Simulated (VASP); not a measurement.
# Ti (Im-3m) in VASP: a series of runs

Ti is run at these levels: PBEsol; tasks: single point.

Everything below comes from runs of VASP 6.6.1. Logs are shortened: lines on timing, memory, paths and dates and some standing lists are left out, and cuts for length are marked.

### 1 The cell of the first run

Symmetry: Im-3m, No. 229, cubic system. The conventional cell has a = 3.282 Å, b = 3.282 Å, c = 3.282 Å, α = 90.00°, β = 90.00°, γ = 90.00°. Ti (site symmetry m-3m) has 14 Ti at 2.84 to 3.28 Å within 3.7 Å.

### 2 Single point, PBEsol

INCAR

```
SYSTEM = Ti
ALGO = Normal ; EDIFF = 1E-6
ENCUT = 520 ; GGA = PS
ISIF = 2 ; ISMEAR = 1
LASPH = .TRUE. ; LCHARG = .FALSE.
LREAL = .FALSE. ; LWAVE = .FALSE.
NBANDS = 12 ; NELM = 80
PREC = Accurate ; SIGMA = 0.1
```

KPOINTS

```
k-points
0
G
  3 3 3
  0 0 0
```

POSCAR

```
Ti
1.0
    2.8422950000      0.0000000000      0.0000000000
   -0.9474316370      2.6797414353      0.0000000000
   -0.9474316370     -1.3398706547      2.3207241949
Ti
1
Direct
    0.0000000000      0.0000000000      0.0000000000
```

Potentials or basis: VASP PAW PBE potentials, release 64 (Ti_sv).

Launch:

```console
$ cat potpaw_PBE.64/Ti_sv/POTCAR > POTCAR
$ mpirun -np 1 vasp_std > vasp.out
```

OUTCAR:

```text
SYSTEM = Ti
   EDIFF = 1E-6
   ENCUT = 520
   GGA = PS
   ISIF = 2
   ISMEAR = 1
   LASPH = .TRUE.
   LREAL = .FALSE.
   NELM = 80
   PREC = Accurate

 ion  position               nearest neighbor table
   1  0.000  0.000  0.000-

  LATTYP: Found a body centered cubic cell.
 ALAT       =     3.2819995667

  Lattice vectors:

 A1 = (   2.8422950000,   0.0000000000,   0.0000000000)
 A2 = (  -0.9474316370,   2.6797414353,   0.0000000000)
 A3 = (  -0.9474316370,  -1.3398706547,   2.3207241949)

Analysis of symmetry for initial positions (statically):
=====================================================================
 Subroutine PRICEL returns:
 Original cell was already a primitive cell.

 Routine SETGRP: Setting up the symmetry group for a
 body centered cubic supercell.

 Subroutine GETGRP returns: Found 48 space group operations
 (whereof 48 operations were pure point group operations)
 out of a pool of 48 trial point group operations.

The static configuration has the point symmetry O_h .

Analysis of symmetry for dynamics (positions and initial velocities):
=====================================================================
 Subroutine PRICEL returns:
 Original cell was already a primitive cell.

 Routine SETGRP: Setting up the symmetry group for a
 body centered cubic supercell.

 Subroutine GETGRP returns: Found 48 space group operations
 (whereof 48 operations were pure point group operations)
 out of a pool of 48 trial point group operations.

The dynamic configuration has the point symmetry O_h .

 Subroutine INISYM returns: Found 48 space group operations
 (whereof 48 operations are pure point group operations),
 and found     1 'primitive' translations

----------------------------------------------------------------------------------------

                                     Primitive cell

  volume of cell :      17.6761

  direct lattice vectors                    reciprocal lattice vectors
     2.842295000  0.000000000  0.000000000     0.351828364  0.124390107  0.215449978
    -0.947431637  2.679741435  0.000000000     0.000000000  0.373170332  0.215449978
    -0.947431637 -1.339870655  2.320724195     0.000000000  0.000000000  0.430899976

  length of vectors
     2.842295000  2.842295000  2.842295000     0.430899976  0.430899976  0.430899976

  position of ions in fractional coordinates (direct lattice)
[... 61 lines left out ...]
   NFREE  =      0    steps in history (QN), initial steepest desc. (CG)
   ISIF   =      2    stress and relaxation
   ISYM   =      2    0-nonsym 1-usesym 2-fastsym
   POTIM  = 0.5000    time-step for ionic-motion
   TEBEG  =    0.0;   TEEND  =   0.0 temperature during run
   PSTRESS=    0.0 pullay stress
   NELECT =      12.0000    total number of electrons
   NUPDOWN=      -1.0000    fix difference up-down
   EMIN   =  10.00;   EMAX   =-10.00  energy-range for DOS
   EFERMI =   0.00;   METHOD = LEGACY
   ISMEAR =     1;   SIGMA  =   0.10  broadening in eV -4-tet -1-fermi 0-gaus
   EFERMI_NEDOS =   21; number of points for ismear=-14 and -15
   IALGO  =     38    algorithm
   IMIX   =      4    mixing-type and parameters
     AMIX     =   0.40;   BMIX     =  1.00
     AMIX_MAG =   1.60;   BMIX_MAG =  1.00
  volume/ion in A,a.u.               =      17.68       119.28
  Fermi-wavevector in a.u.,A,eV,Ry     =   1.438821  2.718977 28.166855  2.070205
  Thomas-Fermi vector in A             =   2.557745
   LORBIT       =      0    0 simple, 1 ext, 2 COOP (PROOUT), +10 PAW based schemes
   GGA     = PS    functional components
   LHFCALC =     F    Hartree Fock is set to
   AEXX    =    0.0000 exact exchange contribution
   IVDW    =     0    specifies the selected vdW correction
   LEPSILON=     F    determine dielectric tensor
   LRPA    =     F    only Hartree local field effects (RPA)
 non-spin polarized calculation
 Methfessel and Paxton  Order N= 1 SIGMA  =   0.10
  energy-cutoff  :      520.00
  volume of cell :       17.68
 maximum number of plane-waves:       482
 NGX is ok and might be reduce to    24
   NGX = 11   NGY = 11   NGZ = 11

 number of electron      12.0000001 magnetization

 Free energy of the ion-electron system (eV)
  ---------------------------------------------------
  ext. energy  EPLUGINS =         0.00000000
  ---------------------------------------------------
  free energy    TOTEN  =        -8.22592847 eV

  energy without entropy =       -8.21375665  energy(sigma->0) =       -8.22187120

 E-fermi :   7.6741     XC(G=0): -11.5509

 val. band max:        7.2602217557   @ k =   0.3333   0.3333   0.0000
 cond. band min:       7.6839522951   @ k =   0.3333   0.0000   0.0000
 fundamental gap:      0.4237305393
 Fermi energy:         7.6740516313

 k-point     1 :       0.0000    0.0000    0.0000
  band No.  band energies     occupation
      1     -48.5740      2.00000
      2     -24.5443      2.00000
      3     -24.5443      2.00000
      4     -24.5443      2.00000
      5       1.8698      2.00000
      6       8.7328     -0.00000
      7       8.7328     -0.00000
      8       8.7328     -0.00000
      9      10.4656      0.00000
     10      10.4656      0.00000
     11      25.0783      0.00000
     12      25.0783      0.00000
[... 31 lines left out ...]
 k-point     4 :      -0.3333    0.3333    0.3333
  band No.  band energies     occupation
      1     -48.4081      2.00000
      2     -24.9652      2.00000
      3     -24.8717      2.00000
      4     -24.8717      2.00000
      5       6.0532      2.00000
      6       6.7251      2.00000
      7       9.7834      0.00000
      8       9.7834      0.00000
      9      10.8161      0.00000
     10      12.2799      0.00000
     11      19.6667      0.00000
     12      19.6667      0.00000

------------------------ aborting loop because EDIFF is reached ----------------------------------------

  FORCE on cell =-STRESS in cart. coord.  units (eV):
  Direction    XX          YY          ZZ          XY          YZ          ZX
  --------------------------------------------------------------------------------------
  -------------------------------------------------------------------------------------
  Total       -0.7884923     -0.7884924     -0.7884924     -0.0000000     -0.0000000     -0.0000000
  in kB      -71.4697876    -71.4697881    -71.4697904     -0.0000008     -0.0000019     -0.0000014
  external PRESSURE =     -71.4697887 kB  Pullay stress =       0.0000000 kB

 VOLUME and BASIS-vectors are now :
 -----------------------------------------------------------------------------
  energy-cutoff  :      520.00
  volume of cell :       17.68
      direct lattice vectors                 reciprocal lattice vectors
     2.842295000  0.000000000  0.000000000     0.351828364  0.124390107  0.215449978
    -0.947431637  2.679741435  0.000000000     0.000000000  0.373170332  0.215449978
    -0.947431637 -1.339870655  2.320724195     0.000000000  0.000000000  0.430899976

 POSITION                                       TOTAL-FORCE (eV/Angst)
 -----------------------------------------------------------------------------------
      0.00000      0.00000      0.00000        -0.000000      0.000000      0.000000
 -----------------------------------------------------------------------------------
    total drift:                                0.000000     -0.000000      0.000000

  FREE ENERGIE OF THE ION-ELECTRON SYSTEM (eV)
  ---------------------------------------------------
  free  energy   TOTEN  =        -8.2259284708 eV

  energy  without entropy=       -8.2137566490  energy(sigma->0) =       -8.22187120
```

OSZICAR:

```text
N       E                     dE             d eps       ncg     rms          rms(c)
DAV:   1     0.844161466815E+02    0.84416E+02   -0.61037E+03    96   0.119E+03
DAV:   2    -0.499653432608E+01   -0.89413E+02   -0.86424E+02    96   0.291E+02
DAV:   3    -0.936848679926E+01   -0.43720E+01   -0.43020E+01   148   0.633E+01
DAV:   4    -0.941412932158E+01   -0.45643E-01   -0.45629E-01   100   0.616E+00
DAV:   5    -0.941471446071E+01   -0.58514E-03   -0.58514E-03   112   0.698E-01    0.858E+00
DAV:   6    -0.822547216191E+01    0.11892E+01   -0.42431E+00   100   0.240E+01    0.194E+00
DAV:   7    -0.822022656118E+01    0.52456E-02   -0.79376E-02   116   0.265E+00    0.118E+00
DAV:   8    -0.822577225106E+01   -0.55457E-02   -0.33598E-02   108   0.203E+00    0.624E-02
DAV:   9    -0.822586025475E+01   -0.88004E-04   -0.10335E-03   104   0.269E-01    0.599E-02
DAV:  10    -0.822594282265E+01   -0.82568E-04   -0.13510E-04   116   0.100E-01    0.157E-02
DAV:  11    -0.822592784716E+01    0.14975E-04   -0.38978E-05   100   0.647E-02    0.458E-03
DAV:  12    -0.822592847085E+01   -0.62369E-06   -0.12800E-06    88   0.107E-02
   1 F= -.82259285E+01 E0= -.82218712E+01  d E =-.121718E-01
```

It took 2.9 s on 1 thread of Intel Xeon 6975P-C, shared host; peak memory 0.13 GiB.

Results:

```
Free energy            : -8.2259 eV
Pressure               : -7.1 GPa
Band gap on the k mesh : zero (band 6 reaches 8.73 eV, above the bottom of band 7 at 7.26 eV)
```

Levels at points of the mesh, in eV from the Fermi level:
| k point | band 2 | band 3 | band 4 | band 5 | band 6 | band 7 | band 8 | band 9 |
| --- | --- | --- | --- | --- | --- | --- | --- | --- |
| (0.00, 0.00, 0.00) | -32.22 | -32.22 | -32.22 | -5.80 | 1.06 | 1.06 | 1.06 | 2.79 |

Caveat: the k points lie up to 0.90 Å⁻¹ apart; the PAW data sets were made with another functional, which shifts forces and pressure a little.

### 3 Single point, PBEsol

INCAR

```
  PREC = Accurate
  ENCUT = 520
  EDIFF = 1E-7
  ISMEAR = 1
  SIGMA = 0.1
  LREAL = F
  LASPH = T
  NELM = 100
  ALGO = Normal
  ISIF = 2
  LWAVE = F
  LCHARG = T
  GGA = PS
  LELF = T
  LVHAR = T
  NBANDS = 12
```

KPOINTS

```
regular mesh
0
Gamma
  4 4 4
```

POSCAR is that of step 2.

Potentials or basis: VASP PAW PBE potentials, release 64 (Ti_sv).

Launch:

```console
$ cat potpaw_PBE.64/Ti_sv/POTCAR > POTCAR
$ mpirun -np 1 vasp_std > vasp.out
```

Wall time 3.7 s (1 thread of Intel Xeon 6975P-C, shared host); peak memory 0.13 GiB.

Results (log left out):

| Item | Value |
| --- | --- |
| Free energy | -8.2611 eV |
| Pressure | -5.7 GPa |
| Band gap on the k mesh | zero (band 6 reaches 8.70 eV, above the bottom of band 7 at 7.14 eV) |

Levels at points of the mesh, in eV from the Fermi level:
```csv
k point,band 3,band 4,band 5,band 6,band 7,band 8,band 9,band 10
"(0.00, 0.00, 0.00)",-32.33,-32.33,-5.87,0.97,0.97,0.97,2.70,2.70
"(0.50, 0.00, 0.00)",-32.53,-32.33,-2.39,-0.38,1.14,2.68,3.02,4.18
"(0.50, 0.50, 0.50)",-32.77,-32.77,-2.02,-2.02,3.84,3.84,3.84,8.25
```

Caveat: the k points lie up to 0.68 Å⁻¹ apart; the PAW data sets were made with another functional, which shifts forces and pressure a little.

### 4 Single point, PBEsol

INCAR

```
ALGO = Normal
EDIFF = 1E-6
ENCUT = 520
GGA = PS
ISIF = 2
ISMEAR = 1
LASPH = True
LCHARG = False
LREAL = False
LWAVE = False
NBANDS = 12
NELM = 100
PREC = Accurate
SIGMA = 0.1
```

KPOINTS

```
k-points
0
Gamma
  6 6 6
```

POSCAR is that of step 3.

Launch:

```console
$ cat potpaw_PBE.64/Ti_sv/POTCAR > POTCAR
$ mpirun -np 1 vasp_std > vasp.out
```

It took 3.8 s on 1 thread of Intel Xeon 6975P-C, shared host; peak memory 0.13 GiB.

It converged, with:

| Item | Value |
| --- | --- |
| Free energy | -8.1868 eV |
| Pressure | -7.1 GPa |
| Band gap on the k mesh | zero (band 6 reaches 8.75 eV, above the bottom of band 7 at 7.27 eV) |

Levels at points of the mesh, in eV from the Fermi level:
```tsv
k point	band 3	band 4	band 5	band 6	band 7	band 8	band 9	band 10
(0.00, 0.00, 0.00)	-32.36	-32.36	-5.97	0.91	0.91	0.91	2.64	2.64
(0.50, 0.00, 0.00)	-32.57	-32.37	-2.48	-0.45	1.04	2.62	2.97	4.13
(0.50, 0.50, 0.50)	-32.81	-32.81	-2.11	-2.11	3.79	3.79	3.79	8.15
```

Caveat: the k points lie up to 0.45 Å⁻¹ apart; the PAW data sets were made with another functional, which shifts forces and pressure a little.

### 5 Single point, PBEsol

INCAR

```
PREC = Accurate ; ENCUT = 520
EDIFF = 1E-6 ; ISMEAR = 1
SIGMA = 0.1 ; LREAL = False
LASPH = True ; NELM = 100
ALGO = Normal ; ISIF = 2
LWAVE = False ; LCHARG = False
GGA = PS ; NBANDS = 12
```

KPOINTS

```
regular mesh
0
Gamma
  8 8 8
```

POSCAR is that of step 4.

Launch:

```console
$ cat potpaw_PBE.64/Ti_sv/POTCAR > POTCAR
$ mpirun -np 1 vasp_std > vasp.out
```

Wall time 5.7 s (1 thread of Intel Xeon 6975P-C, shared host); peak memory 0.13 GiB.

It converged, with:

```
Free energy            : -8.2109 eV
Pressure               : -7.2 GPa
Band gap on the k mesh : zero (band 6 reaches 8.75 eV, above the bottom of band 7 at 7.18 eV)
```

Levels at points of the mesh, in eV from the Fermi level:
| k point | band 3 | band 4 | band 5 | band 6 | band 7 | band 8 | band 9 | band 10 |
| --- | --- | --- | --- | --- | --- | --- | --- | --- |
| (0.00, 0.00, 0.00) | -32.29 | -32.29 | -5.91 | 0.98 | 0.98 | 0.98 | 2.71 | 2.71 |
| (0.50, 0.00, 0.00) | -32.49 | -32.29 | -2.41 | -0.38 | 1.10 | 2.69 | 3.04 | 4.21 |
| (0.50, 0.50, 0.50) | -32.73 | -32.73 | -2.04 | -2.04 | 3.86 | 3.86 | 3.86 | 8.22 |

Caveat: the PAW data sets were made with another functional, which shifts forces and pressure a little.

### 6 The runs side by side

| k mesh | gap on the mesh (eV) | pressure (GPa) |
| --- | --- | --- |
| 3 × 3 × 3 | none | -7.1 |
| 4 × 4 × 4 | none | -5.7 |
| 6 × 6 × 6 | none | -7.1 |
| 8 × 8 × 8 | none | -7.2 |

Alike in all rows: task single point; level PBEsol; potentials or basis VASP PAW PBE potentials, release 64 (Ti_sv); no spin polarisation; cell as given; cutoff (eV) 520; smearing methfessel-paxton 0.1 eV.

Caveats: some runs use coarse meshes; the PAW data sets were made with another functional, which shifts forces and pressure a little.

Absolute energies hang on the potentials; compare differences alone.
